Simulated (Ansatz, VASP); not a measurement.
**One calculation of Ru, two programs**

```
CELL_PARAMETERS angstrom
4.28931 0.00000 0.00000
-2.14466 3.71465 0.00000
0.00000 0.00000 2.65223
ATOMIC_POSITIONS crystal
Ru 0.00000 0.00000 0.00000
Ru 0.33333 0.66667 0.50000
Ru 0.66667 0.33333 0.50000
```

Alike in both runs: task single point; functional r2SCAN; k mesh 6 × 6 × 6; occupations gaussian, width 0.1 eV; no spin polarisation.

|  | VASP | Ansatz |
| --- | --- | --- |
| version | VASP 6.6.1 | Ansatz 0.2.0 |
| potentials or method | VASP PAW PBE potentials, release 64 (Ru_pv), cutoff 520 eV | scalar-relativistic, plane waves, PAW |
| valence electrons in the cell | 42 | 48 |

```tsv
	VASP	Ansatz	Ansatz less VASP
gap on the k mesh at the Fermi level (eV)	none	none	-
pressure (GPa)	-4.4	-5.7	-1.29
traceless stress, the component that is largest in VASP (GPa)	4.40	4.54	+0.139
```

VASP's potentials were made for PBE, not for r2SCAN. A gap of «none» marks a metal or a gap that the smearing closes. VASP's potentials hold 42 valence electrons a cell and Ansatz's 48, so a difference there can come from the potentials and not from the codes.

The k mesh is coarse, so the values compare programs but aren't converged.
